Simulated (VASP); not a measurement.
# SiBBr (P6_3mc) in VASP: further runs

Runs on SiBBr. Level: PBE. Tasks: single point.

All numbers are computed with VASP 6.6.1; they aren't measurements. Logs are shortened: lines on timing, memory, paths and dates and some standing lists are left out, and cuts for length are marked.

### 1 The cell of the first run

The structure is hexagonal, space group P6_3mc (No. 186). The conventional cell has a = 3.520 Å, b = 3.520 Å, c = 10.071 Å, α = 90.00°, β = 90.00°, γ = 120.00°. Si (site symmetry 3m) has 3 B at 2.05 Å within 2.7 Å. B (site symmetry 3m) has 3 Si at 2.05 Å and 1 Br at 2.18 Å within 2.7 Å. Within 2.9 Å of Br (site symmetry 3m) lie 1 B at 2.18 Å.

### 2 Single point, PBE

The input, INCAR:

```
  PREC = Accurate
  ENCUT = 520
  EDIFF = 1E-6
  ISMEAR = 0
  SIGMA = 0.1
  LREAL = F
  LASPH = T
  NELM = 60
  ALGO = Normal
  ISIF = 2
  LWAVE = F
  LCHARG = F
  GGA = PE
  NBANDS = 23
```

The input, KPOINTS:

```
Automatic mesh
0
Gamma
  6 6 4
```

The input, POSCAR:

```
SiBBr
1.0
    3.5203427699      0.0000000000      0.0000000000
   -1.7601713849      3.0487062687      0.0000000000
    0.0000000000      0.0000000000     10.0707522876
Si B Br
2 2 2
Direct
    0.0000000000      0.0000000000      0.3521507337
    0.0000000000      0.0000000000      0.8521507337
    0.6666666667      0.3333333333      0.8285271051
    0.3333333333      0.6666666667      0.3285271051
    0.3333333333      0.6666666667      0.1117221312
    0.6666666667      0.3333333333      0.6117221312
```

Potentials or basis: VASP PAW PBE potentials, release 64 (Si, B, Br).

The run is started by

```
cat potpaw_PBE.64/Si/POTCAR potpaw_PBE.64/B/POTCAR potpaw_PBE.64/Br/POTCAR > POTCAR
mpirun -np 1 vasp_std > vasp.out
```

OUTCAR:

```text
PREC = Accurate
   ENCUT = 520
   EDIFF = 1E-6
   ISMEAR = 0
   LREAL = F
   LASPH = T
   NELM = 60
   ISIF = 2
   GGA = PE

 ion  position               nearest neighbor table
   1  0.000  0.000  0.352-   4 2.05   4 2.05   4 2.05
   2  0.000  0.000  0.852-   3 2.05   3 2.05   3 2.05
   3  0.667  0.333  0.829-   2 2.05   2 2.05   2 2.05   6 2.18
   4  0.333  0.667  0.329-   1 2.05   1 2.05   1 2.05   5 2.18
   5  0.333  0.667  0.112-   4 2.18
   6  0.667  0.333  0.612-   3 2.18

  LATTYP: Found a hexagonal cell.
 ALAT       =     3.5203427699
 C/A-ratio  =     2.8607306009

  Lattice vectors:

 A1 = (   3.5203427699,   0.0000000000,   0.0000000000)
 A2 = (  -1.7601713849,   3.0487062687,   0.0000000000)
 A3 = (   0.0000000000,   0.0000000000,  10.0707522876)

Analysis of symmetry for initial positions (statically):
=====================================================================
 Subroutine PRICEL returns:
 Original cell was already a primitive cell.

 Routine SETGRP: Setting up the symmetry group for a
 hexagonal supercell.

 Subroutine GETGRP returns: Found 12 space group operations
 (whereof  6 operations were pure point group operations)
 out of a pool of 24 trial point group operations.

The static configuration has the point symmetry C_3v.
 The point group associated with its full space group is C_6v.

Analysis of symmetry for dynamics (positions and initial velocities):
=====================================================================
 Subroutine PRICEL returns:
 Original cell was already a primitive cell.

 Routine SETGRP: Setting up the symmetry group for a
 hexagonal supercell.

 Subroutine GETGRP returns: Found 12 space group operations
 (whereof  6 operations were pure point group operations)
 out of a pool of 24 trial point group operations.

The dynamic configuration has the point symmetry C_3v.
 The point group associated with its full space group is C_6v.

 Subroutine INISYM returns: Found 12 space group operations
 (whereof  6 operations are pure point group operations),
 and found     1 'primitive' translations

----------------------------------------------------------------------------------------

                                     Primitive cell

  volume of cell :     108.0843

  direct lattice vectors                    reciprocal lattice vectors
[... 93 lines left out ...]
   EDIFFG = 0.1E-04   stopping-criterion for IOM
   NSW    =      0    number of steps for IOM
   IBRION =     -1    ionic relax: 0-MD 1-quasi-New 2-CG
   NFREE  =      0    steps in history (QN), initial steepest desc. (CG)
   ISIF   =      2    stress and relaxation
   ISYM   =      2    0-nonsym 1-usesym 2-fastsym
   POTIM  = 0.5000    time-step for ionic-motion
   TEBEG  =    0.0;   TEEND  =   0.0 temperature during run
   PSTRESS=    0.0 pullay stress
   NELECT =      28.0000    total number of electrons
   NUPDOWN=      -1.0000    fix difference up-down
   EMIN   =  10.00;   EMAX   =-10.00  energy-range for DOS
   EFERMI =   0.00;   METHOD = LEGACY
   ISMEAR =     0;   SIGMA  =   0.10  broadening in eV -4-tet -1-fermi 0-gaus
   EFERMI_NEDOS =   21; number of points for ismear=-14 and -15
   IALGO  =     38    algorithm
   IMIX   =      4    mixing-type and parameters
     AMIX     =   0.40;   BMIX     =  1.00
     AMIX_MAG =   1.60;   BMIX_MAG =  1.00
  volume/ion in A,a.u.               =      18.01       121.56
  Fermi-wavevector in a.u.,A,eV,Ry     =   1.043614  1.972145 14.818524  1.089131
  Thomas-Fermi vector in A             =   2.178331
   LORBIT       =      0    0 simple, 1 ext, 2 COOP (PROOUT), +10 PAW based schemes
   GGA     = PE    functional components
   LHFCALC =     F    Hartree Fock is set to
   AEXX    =    0.0000 exact exchange contribution
   IVDW    =     0    specifies the selected vdW correction
   LEPSILON=     F    determine dielectric tensor
   LRPA    =     F    only Hartree local field effects (RPA)
 non-spin polarized calculation
 Gauss-broadening in eV      SIGMA  =   0.10
  energy-cutoff  :      520.00
  volume of cell :      108.08
 maximum number of plane-waves:      2966
 NGX is ok and might be reduce to    28
   NGX = 13   NGY = 13   NGZ = 37

 number of electron      27.9999996 magnetization

 Free energy of the ion-electron system (eV)
  ---------------------------------------------------
  ext. energy  EPLUGINS =         0.00000000
  ---------------------------------------------------
  free energy    TOTEN  =       -25.98392909 eV

  energy without entropy =      -25.97625921  energy(sigma->0) =      -25.98009415

 E-fermi :   4.5622     XC(G=0):  -9.6656

 val. band max:        4.5551742743   @ k =   0.0000   0.0000   0.2500
 cond. band min:       4.5645491744   @ k =   0.0000   0.0000   0.5000
 fundamental gap:      0.0093749001
 Fermi energy:         4.5621730680

 k-point     1 :       0.0000    0.0000    0.0000
  band No.  band energies     occupation
      1     -11.6688      2.00000
      2     -11.5247      2.00000
      3      -6.7178      2.00000
      4      -5.6488      2.00000
      5      -2.0231      2.00000
      6       1.0371      2.00000
[... 535 lines left out ...]
     22      12.0479      0.00000
     23      12.5736      0.00000

------------------------ aborting loop because EDIFF is reached ----------------------------------------

  FORCE on cell =-STRESS in cart. coord.  units (eV):
  Direction    XX          YY          ZZ          XY          YZ          ZX
  --------------------------------------------------------------------------------------
  -------------------------------------------------------------------------------------
  Total       -0.0175446     -0.0175446     -0.0359564     -0.0000000      0.0000000      0.0000000
  in kB       -0.2600711     -0.2600711     -0.5329971     -0.0000000      0.0000000      0.0000000
  external PRESSURE =      -0.3510465 kB  Pullay stress =       0.0000000 kB

 VOLUME and BASIS-vectors are now :
 -----------------------------------------------------------------------------
  energy-cutoff  :      520.00
  volume of cell :      108.08
      direct lattice vectors                 reciprocal lattice vectors
     3.520342770  0.000000000  0.000000000     0.284063248  0.164003992  0.000000000
    -1.760171385  3.048706269  0.000000000     0.000000000  0.328007985  0.000000000
     0.000000000  0.000000000 10.070752288     0.000000000  0.000000000  0.099297448

 POSITION                                       TOTAL-FORCE (eV/Angst)
 -----------------------------------------------------------------------------------
      0.00000      0.00000      3.54642        -0.000000      0.000000      0.012186
      0.00000      0.00000      8.58180        -0.000000      0.000000      0.012186
      1.76017      1.01624      8.34389         0.000000      0.000000     -0.009996
     -0.00000      2.03247      3.30852        -0.000000     -0.000000     -0.009996
     -0.00000      2.03247      1.12513         0.000000      0.000000     -0.002191
      1.76017      1.01624      6.16050         0.000000     -0.000000     -0.002191
 -----------------------------------------------------------------------------------
    total drift:                               -0.000000     -0.000000      0.000311

  FREE ENERGIE OF THE ION-ELECTRON SYSTEM (eV)
  ---------------------------------------------------
  free  energy   TOTEN  =       -25.9839290927 eV

  energy  without entropy=      -25.9762592081  energy(sigma->0) =      -25.98009415
```

OSZICAR:

```text
N       E                     dE             d eps       ncg     rms          rms(c)
DAV:   1     0.109397040262E+03    0.10940E+03   -0.11863E+04   966   0.105E+03
DAV:   2    -0.189757581870E+02   -0.12837E+03   -0.11992E+03  1270   0.177E+02
DAV:   3    -0.282871374994E+02   -0.93114E+01   -0.92037E+01  1241   0.471E+01
DAV:   4    -0.284072135156E+02   -0.12008E+00   -0.11986E+00  1187   0.616E+00
DAV:   5    -0.284088782770E+02   -0.16648E-02   -0.16637E-02  1259   0.699E-01    0.113E+01
DAV:   6    -0.261772865954E+02    0.22316E+01   -0.32281E+00  1186   0.102E+01    0.527E+00
DAV:   7    -0.260078909255E+02    0.16940E+00   -0.15793E+00  1272   0.596E+00    0.253E+00
DAV:   8    -0.259840012776E+02    0.23890E-01   -0.11868E-01  1122   0.180E+00    0.133E+00
DAV:   9    -0.259841926086E+02   -0.19133E-03   -0.15524E-02  1211   0.641E-01    0.152E-01
DAV:  10    -0.259838337747E+02    0.35883E-03   -0.11977E-03  1144   0.170E-01    0.758E-02
DAV:  11    -0.259839283604E+02   -0.94586E-04   -0.46215E-04  1273   0.104E-01    0.225E-02
DAV:  12    -0.259839250669E+02    0.32934E-05   -0.43481E-05  1200   0.353E-02    0.929E-03
DAV:  13    -0.259839288960E+02   -0.38290E-05   -0.11525E-05  1259   0.165E-02    0.379E-03
DAV:  14    -0.259839290927E+02   -0.19674E-06   -0.67548E-07   847   0.521E-03
   1 F= -.25983929E+02 E0= -.25980094E+02  d E =-.766988E-02
```

stdout:

```text
POSCAR found type information on POSCAR SiB Br
 POSCAR found :  3 types and       6 ions
 scaLAPACK will be used
 LDA part: xc-table for (Slater+PW92), standard interpolation
 POSCAR, INCAR and KPOINTS ok, starting setup
 FFT: planning ... GRIDC
 FFT: planning ... GRID_SOFT
 FFT: planning ... GRID
 WAVECAR not read
 entering main loop
```

It took 23 s on 1 thread of Intel Xeon 6975P-C (Granite Rapids), shared host; peak memory 0.25 GiB.

What came out:

* Free energy: -25.9839 eV
* Pressure: 0.0 GPa
* Largest force: 0.012 eV/Å
* Band gap on the k mesh: zero (band 14 reaches 4.58 eV, above the bottom of band 15 at 4.48 eV)

Forces in eV/Å, atoms in the order of the input:
```
Si   0.000  0.000  0.012
Si   0.000  0.000  0.012
B    0.000  0.000 -0.010
B    0.000  0.000 -0.010
Br   0.000  0.000 -0.002
Br   0.000  0.000 -0.002
```

Levels at points of the mesh, in eV from the Fermi level:
```
           k point  band 11  band 12  band 13  band 14  band 15  band 16  band 17  band 18
(0.00, 0.00, 0.00)    -1.09    -0.01    -0.01     0.02     0.02     2.37     3.61     3.75
(0.50, 0.00, 0.00)    -3.23    -2.79    -1.66    -0.69     0.79     1.74     2.26     2.66
(0.00, 0.00, 0.50)     0.00     0.00     0.00     0.00     0.92     0.92     3.60     3.60
(0.50, 0.00, 0.50)    -3.11    -3.11    -1.13    -1.13     0.81     0.81     2.37     2.37
```

### 3 Single point, PBE

This run uses another cell than the first one, of 18.43 Å³/atom, 1.023 times its volume.

The input, INCAR:

```
SYSTEM = SiBBr
PREC = Accurate ; ENCUT = 520
EDIFF = 1E-6 ; ISMEAR = 0
SIGMA = 0.1 ; LREAL = .False.
LASPH = .True. ; NELM = 60
ALGO = Normal ; ISIF = 2
LWAVE = .False. ; LCHARG = .False.
GGA = PE ; NBANDS = 23
```

The input, KPOINTS:

```
Automatic mesh
0
Gamma
  6 6 4
  0 0 0
```

The input, POSCAR:

```
SiBBr
1.0
    4.2175167400      0.0000000000      0.0000000000
   -2.1087583700      3.6524766400      0.0000000000
    0.0000000000      0.0000000000      7.1784429900
Si B Br
2 2 2
Direct
    0.0000000000      0.0000000000      0.2606871700
    0.0000000000      0.0000000000      0.7606871700
    0.6666666700      0.3333333300      0.9848936800
    0.3333333300      0.6666666700      0.4848936800
    0.3333333300      0.6666666700      0.0468191200
    0.6666666700      0.3333333300      0.5468191200
```

Potentials or basis: VASP PAW PBE potentials, release 64 (Si, B, Br).

The run is started by

```
cat potpaw_PBE.64/Si/POTCAR potpaw_PBE.64/B/POTCAR potpaw_PBE.64/Br/POTCAR > POTCAR
mpirun -np 1 vasp_std > vasp.out
```

It took 16 s on 1 thread of Intel Xeon 6975P-C (Granite Rapids), shared host; peak memory 0.24 GiB.

The run converged. Its results:

* Free energy: -16.3943 eV
* Pressure: -1.7 GPa
* Largest force: 0.415 eV/Å
* Band gap on the k mesh: zero (band 14 reaches 5.41 eV, above the bottom of band 15 at 4.48 eV)

Forces on the atoms (eV/Å):
```
Si   0.000  0.000  0.415
Si   0.000  0.000  0.415
B    0.000  0.000 -0.388
B    0.000  0.000 -0.388
Br   0.000  0.000 -0.027
Br   0.000  0.000 -0.027
```

Stress tensor (GPa, compression positive):
```
-1.18  0.00  0.00
 0.00 -1.18  0.00
 0.00  0.00 -2.60
```

Levels at points of the mesh, in eV from the Fermi level:
```
           k point  band 10  band 11  band 12  band 13  band 14  band 15  band 16  band 17  band 18  band 19
(0.00, 0.00, 0.00)    -4.62    -2.17    -1.63    -1.22    -1.22     0.11     0.60     0.60     0.84     1.20
(0.50, 0.00, 0.00)    -3.95    -3.33    -0.90    -0.27     0.16     0.19     1.34     2.16     2.32     2.51
(0.00, 0.00, 0.50)    -4.61    -2.28    -2.28    -0.76    -0.76    -0.76    -0.76     0.99     0.99     3.26
(0.50, 0.00, 0.50)    -5.30    -2.01    -2.01    -0.45    -0.45     0.91     0.91     1.98     1.98     3.51
```

### 4 Single point, PBE

This run uses another cell than the first one, of 17.93 Å³/atom, 0.996 times its volume.

The input, INCAR:

```
SYSTEM = SiBBr
ALGO     = Normal         ! electronic algorithm
EDIFF    = 1E-6           ! SCF threshold, eV
ENCUT    = 520            ! plane-wave cutoff, eV
GGA      = PE             ! functional
ISIF     = 2              ! what is computed and relaxed
ISMEAR   = 0              ! smearing method
LASPH    = .TRUE.         ! aspherical terms in the spheres
LCHARG   = .FALSE.        ! write CHGCAR
LREAL    = .FALSE.        ! projectors in reciprocal space
LWAVE    = .FALSE.        ! write WAVECAR
NBANDS   = 23             ! bands
NELM     = 60             ! most SCF steps
PREC     = Accurate       ! precision mode
SIGMA    = 0.1            ! smearing width, eV
```

The input, KPOINTS:

```
k-points
0
G
  12 12 4
  0 0 0
```

The input, POSCAR:

```
SiBBr
1.0
    3.5216663078      0.0000000000      0.0000000000
   -1.7608331539      3.0498524862      0.0000000000
    0.0000000000      0.0000000000     10.0186736319
Si B Br
2 2 2
Direct
    0.0000000000      0.0000000000      0.3529402043
    0.0000000000      0.0000000000      0.8529402043
    0.6666666667      0.3333333333      0.8286188365
    0.3333333333      0.6666666667      0.3286188365
    0.3333333333      0.6666666667      0.1108409292
    0.6666666667      0.3333333333      0.6108409292
```

The run is started by

```
cat potpaw_PBE.64/Si/POTCAR potpaw_PBE.64/B/POTCAR potpaw_PBE.64/Br/POTCAR > POTCAR
mpirun -np 1 vasp_std > vasp.out
```

It took 54 s on 1 thread of Intel Xeon 6975P-C (Granite Rapids), shared host; peak memory 0.31 GiB.

Results (log left out):

```yaml
Free_energy: -25.9949 eV
Pressure: 0.0 GPa
Band_gap_on_the_k_mesh: zero (band 14 reaches 4.62 eV, above the bottom of band 15 at 4.50 eV)
```

Forces on the atoms (eV/Å):
```
Si   0.000  0.000 -0.002
Si   0.000  0.000 -0.002
B    0.000  0.000  0.001
B    0.000  0.000  0.001
Br   0.000  0.000  0.002
Br   0.000  0.000  0.002
```

Levels at points of the mesh, in eV from the Fermi level:
```
           k point  band 10  band 11  band 12  band 13  band 14  band 15  band 16  band 17  band 18  band 19
(0.00, 0.00, 0.00)    -1.87    -1.05     0.01     0.01     0.04     0.04     2.44     3.64     3.76     4.72
(0.50, 0.00, 0.00)    -3.32    -3.19    -2.75    -1.66    -0.65     0.81     1.79     2.29     2.69     2.82
(0.00, 0.00, 0.50)    -1.90     0.03     0.03     0.03     0.03     0.98     0.98     3.63     3.63     4.90
(0.50, 0.00, 0.50)    -3.13    -3.10    -3.10    -1.10    -1.10     0.84     0.84     2.39     2.39     4.22
```

### 5 The runs side by side

```tsv
cell	k mesh	gap on the mesh (eV)	pressure (GPa)	largest force (eV/Å)
a = 3.520, b = 3.520, c = 10.071 Å, angles 90.0, 90.0, 120.0°, 6 atoms	6 × 6 × 4	none	0.0	0.01
a = 4.218, b = 4.218, c = 7.178 Å, angles 90.0, 90.0, 120.0°, 6 atoms	6 × 6 × 4	none	-1.7	0.42
a = 3.522, b = 3.522, c = 10.019 Å, angles 90.0, 90.0, 120.0°, 6 atoms	12 × 12 × 4	none	0.0	-
```

Alike in all rows: task single point; level PBE; potentials or basis VASP PAW PBE potentials, release 64 (Si, B, Br); no spin polarisation; cutoff (eV) 520; smearing gaussian 0.1 eV.

Absolute energies hang on the potentials; compare differences alone.
